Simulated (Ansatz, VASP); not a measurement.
GaP: VASP beside Ansatz

File POSCAR:

```
GaP
1.0
    0.0000000000      2.7253992947      2.7253992947
    2.7253992947      0.0000000000      2.7253992947
    2.7253992947      2.7253992947      0.0000000000
Ga P
1 1
Direct
    0.0000000000      0.0000000000      0.0000000000
    0.2500000000      0.2500000000      0.2500000000
```

Contents of INCAR.step1:

```
SYSTEM = GaP
  PREC = Accurate
  ENCUT = 520
  EDIFF = 1E-5
  ISMEAR = 0
  SIGMA = 0.01
  LREAL = .FALSE.
  LASPH = .TRUE.
  NELM = 150
  ALGO = Normal
  ISIF = 2
  LWAVE = .TRUE.
  LNONCOLLINEAR = .TRUE.
  MAGMOM = 0 0 0 0 0 0
  LORBIT = 11
  LSORBIT = .TRUE.
  GGA_COMPAT = .FALSE.
  LORBMOM = .TRUE.
  GGA = PE
  NBANDS = 30
```

Contents of INCAR.step2:

```
SYSTEM = GaP
  PREC = Accurate
  ENCUT = 520
  EDIFF = 1E-6
  ISMEAR = 0
  SIGMA = 0.01
  LREAL = .FALSE.
  LASPH = .TRUE.
  NELM = 150
  ALGO = Normal
  ISIF = 2
  LWAVE = .FALSE.
  LCHARG = .TRUE.
  LNONCOLLINEAR = .TRUE.
  MAGMOM = 0 0 0 0 0 0
  LORBIT = 11
  LSORBIT = .TRUE.
  GGA_COMPAT = .FALSE.
  LORBMOM = .TRUE.
  GGA = PE
  LHFCALC = .TRUE.
  HFSCREEN = 0.2079
  PRECFOCK = Normal
  LVHAR = .TRUE.
  ISTART = 1
  NBANDS = 30
```

KPOINTS

```
Automatic mesh
0
G
  4 4 4
  0 0 0
```

Input for Ansatz:

```yaml
crystal:
  lattice:
    - [0.0, 2.7253992947, 2.7253992947]
    - [2.7253992947, 0.0, 2.7253992947]
    - [2.7253992947, 2.7253992947, 0.0]
  atoms:
    - { symbol: Ga, position: [0.0, 0.0, 0.0] }
    - { symbol: P, position: [0.25, 0.25, 0.25] }
kpoints:
  mp_grid: { grid: [4, 4, 4] }
  band_path:
    path:
      - [0.0, 0.0, 0.0]
      - [-0.5, -0.5, 0.0]
      - [-0.375, -0.375, 0.25]
      - [-0.375, 0.0, 0.375]
      - [0.0, 0.0, 0.5]
      - [-0.5, -0.25, 0.25]
      - [0.0, 0.424479, 0.424479]
    npoints: 1
hamiltonian:
  xc: hse06
scf:
  occupations: { method: fixed }
  n_extra_bands: 8
magnetization:
  noncollinear: true
  spin_orbit: true
output:
  eigenvalues: true
```

Alike in both runs: task single point; functional HSE06; k mesh 4 × 4 × 4; non-collinear spin, spin-orbit coupling.

|  | VASP | Ansatz |
| --- | --- | --- |
| version | VASP 6.6.1 | Ansatz 0.2.0 |
| potentials or method | VASP PAW PBE potentials, release 64 (Ga_d, P) | plane waves, PAW |
| plane-wave cutoff (eV) | 520 | 420 |
| occupations | gaussian, width 0.01 eV | fixed |
| valence electrons in the cell | 18 | 18 |

```csv
,VASP,Ansatz,Ansatz less VASP
net moment per atom (μB),0.00,0.00,0.000
```

The k mesh is coarse, so the values compare programs but aren't converged.
